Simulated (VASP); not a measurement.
Wanted: the native input for a VASP 6.6.1 run.

| Property | Result |
| --- | --- |
| Task | single point |
| Functional | PBE |
| Potentials or basis | VASP PAW PBE potentials, release 64 (Ge_d) |
| Cutoff | 500 eV |
| k mesh | 6 × 6 × 6 |
| Occupations | gaussian, width 0.01 eV |
| Spin | no spin polarisation |
| Dipole correction | no |
| Further INCAR settings | ALGO = Normal; EDIFF = 1e-06; NBANDS = 21 |

The structure of Ge lies in POSCAR:

```
Ge
1.0
    0.0000000000      2.7906767997      2.7906767997
    2.7906767997      0.0000000000      2.7906767997
    2.7906767997      2.7906767997      0.0000000000
Ge
2
Direct
    0.0000000000      0.0000000000      0.0000000000
    0.2500000000      0.2500000000      0.2500000000
```

One way to write it, as run:

INCAR

```
SYSTEM = Ge
PREC = Accurate ; ENCUT = 500
EDIFF = 1E-6 ; ISMEAR = 0
SIGMA = 0.01 ; LREAL = .False.
LASPH = .True. ; NELM = 120
ALGO = Normal ; ISIF = 2
LWAVE = .False. ; LCHARG = .False.
GGA = PE ; NBANDS = 21
GGA_COMPAT = .False.
```

KPOINTS

```
Automatic mesh
0
Gamma
  6 6 6
  0 0 0
```

Potentials or basis: VASP PAW PBE potentials, release 64 (Ge_d).

Run with:

```bash
$ cat potpaw_PBE.64/Ge_d/POTCAR > POTCAR
$ mpirun -np 1 vasp_std > vasp.out
```

It gave:

```json
{
  "Pressure": "6.8 GPa",
  "Band gap on the k mesh": "0.31 eV, indirect (least direct gap 0.41 eV)"
}
```

It took 13 s on 1 thread of Intel(R) Xeon(R) 6975P-C (Granite Rapids), on a shared host, peak memory 0.16 GiB.
